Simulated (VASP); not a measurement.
Set up this calculation in VASP 6.6.1, as the native input.

```yaml
Task: single point
Functional: PBE
Potentials_or_basis: VASP PAW PBE potentials, release 64 (Al, Ru_pv)
Cutoff: 520 eV
k_mesh: 18 × 18 × 6
Occupations: gaussian, width 0.1 eV
Spin: no spin polarisation
Dipole_correction: no
Further_INCAR_settings: ALGO = Fast; EDIFF = 1e-06; NBANDS = 20
```

The structure of Al3Ru lies in POSCAR:

```
Al3Ru
1.0
    2.7199817008      0.0000000000      0.0000000000
   -1.3599908504      2.3555732507      0.0000000000
    0.0000000000      0.0000000000     10.6894441650
Al Ru
3 1
Direct
    0.0000000000      0.0000000000      0.2354543145
    0.0000000000      0.0000000000      0.7645456855
    0.0000000000      0.0000000000      0.5000000000
    0.0000000000      0.0000000000      0.0000000000
```

The cell was built from a structure type or drawn by symmetry, and may not be a known phase.

These files were run (other wordings do the same):

INCAR

```
  PREC = Accurate
  ENCUT = 520
  EDIFF = 1E-6
  ISMEAR = 0
  SIGMA = 0.1
  LREAL = False
  LASPH = True
  NELM = 80
  ALGO = Fast
  ISIF = 2
  LWAVE = False
  LCHARG = False
  GGA = PE
  NBANDS = 20
```

KPOINTS

```
Automatic mesh
0
Gamma
  18 18 6
```

Potentials or basis: VASP PAW PBE potentials, release 64 (Al, Ru_pv).

The run is started by

```sh
$ cat potpaw_PBE.64/Al/POTCAR potpaw_PBE.64/Ru_pv/POTCAR > POTCAR
$ mpirun -np 1 vasp_std > vasp.out
```

Results of the run:

```yaml
Pressure: 0.0 GPa
Band_gap_on_the_k_mesh: zero (an odd number of electrons rules out a gap without spin polarisation)
```

Run time: 81 s on 1 thread of Intel(R) Xeon(R) 6975P-C (Granite Rapids), on a shared host, peak memory 0.31 GiB.
